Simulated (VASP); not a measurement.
## CdTe: relaxation of cell and atoms with PBE

CdTe:

```
CELL_PARAMETERS angstrom
3.80866 0.00000 0.00000
0.00000 3.80866 0.00000
0.00000 0.00000 4.99207
ATOMIC_POSITIONS crystal
Cd 0.50000 0.50000 0.50000
Te 0.00000 0.00000 0.00000
```

* Program: VASP 6.6.1
* Task: relaxation of cell and atoms
* Functional: PBE
* Potentials or basis: VASP PAW PBE potentials, release 64 (Cd, Te)
* Cutoff: 600 eV
* k mesh: 4 × 4 × 4
* Occupations: gaussian, width 0.1 eV
* Spin: no spin polarisation
* Dipole correction: no
* Further INCAR settings: ALGO = Normal; EDIFF = 1e-06; IBRION = 2; EDIFFG = -0.04; NSW = 90; ISIF = 3

```yaml
Relaxed_volume: 26.72 Å³/atom
Relaxed_cell: a = 3.344 Å, b = 3.344 Å, c = 4.779 Å, α = 90.00°, β = 90.00°, γ = 90.00°
Space_group_after_relaxing_to_0.05_Å: P4/mmm (No. 123)
Energy_gained_by_relaxing: 286.8 meV/atom
Ionic_steps: 11
Pressure_after_relaxing: -0.1 GPa
Band_gap_on_the_k_mesh: zero (band 9 reaches 6.24 eV, above the bottom of band 10 at 3.93 eV)
```

Stress tensor (GPa, compression positive):
```
-0.11  0.00  0.00
 0.00 -0.11  0.00
 0.00  0.00  0.05
```

Step by step:
```
step  energy change (eV)  largest force (eV/Å)  pressure (GPa)  volume (Å³)
   1              0.0000                0.0000           -6.46        72.41
   2             -0.4722                0.0000           -3.10        58.18
   3             -0.5235                0.0000           -0.42        53.92
   4             -0.5244                0.0000            0.11        53.25
   5             -0.5434                0.0000            0.36        53.00
   6             -0.5599                0.0000            1.40        52.10
   7             -0.5701                0.0000            0.82        52.55
   8             -0.5709                0.0000            0.93        52.45
   9             -0.5711                0.0000           -0.58        54.09
  10             -0.5735                0.0000            0.13        53.28
  11             -0.5737                0.0000           -0.06        53.45
```

Final structure:
```cif
data_structure
_symmetry_space_group_name_H-M 'P 1'
_symmetry_Int_Tables_number 1
_cell_length_a 3.3441
_cell_length_b 3.3441
_cell_length_c 4.7790
_cell_angle_alpha 90.000
_cell_angle_beta 90.000
_cell_angle_gamma 90.000
_cell_volume 53.45
loop_
_atom_site_label
_atom_site_type_symbol
_atom_site_fract_x
_atom_site_fract_y
_atom_site_fract_z
_atom_site_occupancy
Cd1 Cd 0.50000 0.50000 0.50000 1
Te1 Te 0.00000 0.00000 0.00000 1
```

Levels at points of the mesh, in eV from the Fermi level:
```csv
k point,band 7,band 8,band 9,band 10,band 11,band 12
"(0.00, 0.00, 0.00)",-4.24,-3.44,0.32,0.32,5.41,5.59
"(0.50, 0.00, 0.00)",-6.16,-1.78,0.36,0.55,1.74,1.86
"(0.50, 0.50, 0.00)",-4.58,-4.58,-0.99,-0.66,3.30,3.30
"(0.00, 0.00, 0.50)",-7.22,0.78,0.78,2.51,3.89,5.69
"(0.50, 0.00, 0.50)",-5.78,-4.38,-2.74,1.74,4.95,7.18
"(0.50, 0.50, 0.50)",-3.75,-3.75,-1.51,0.58,0.58,0.74
```

It took 2.2 min on 1 thread of Intel(R) Xeon(R) Platinum 8375C CPU @ 2.90GHz (Ice Lake), on a shared host, peak memory 0.21 GiB.

Caveat: the k points lie up to 0.47 Å⁻¹ apart in the final cell; the volume moved by over 15 % at a fixed basis, so the end points are rough; spin-orbit coupling is left out, which moves the levels of the heavy elements.
